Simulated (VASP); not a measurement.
A run of VASP 6.6.1 is set up as follows.

POSCAR

```
Mo
1.0
   -1.5754959195      1.5754959195      1.5754959195
    1.5754959195     -1.5754959195      1.5754959195
    1.5754959195      1.5754959195     -1.5754959195
Mo
1
Direct
    0.0000000000      0.0000000000      0.0000000000
```

File INCAR.step1:

```
PREC = Accurate
ENCUT = 520
ISMEAR = -1
SIGMA = 0.15
LREAL = F
LASPH = T
NELM = 80
NBANDS = 13
GGA = PE
ALGO = Normal
EDIFF = 1E-4
LWAVE = T
LCHARG = F
```

File INCAR.step2:

```
PREC = Accurate
ENCUT = 520
EDIFF = 1E-6
ISMEAR = -1
SIGMA = 0.15
LREAL = F
LASPH = T
NELM = 80
ALGO = Normal
ISIF = 2
LWAVE = F
LCHARG = F
METAGGA = R2SCAN
LMIXTAU = T
NBANDS = 13
ISTART = 1
```

Contents of KPOINTS:

```
Automatic mesh
0
Gamma
  16 16 16
```

Potentials or basis: VASP PAW PBE potentials, release 64 (Mo_sv).

Launch:

```console
$ cat potpaw_PBE.64/Mo_sv/POTCAR > POTCAR
$ cp INCAR.step1 INCAR
$ mpirun -np 1 vasp_std > vasp.out
$ cp INCAR.step2 INCAR
$ mpirun -np 1 vasp_std > vasp.out
```

Task: Predict the pressure.

Result: 1.1 GPa.

Task: Estimate the band gap on the k mesh.

Result: Zero (bands 7 and 8 overlap by 5.56 eV).

Caveat: the PAW data sets were made with another functional, which shifts forces and pressure a little.
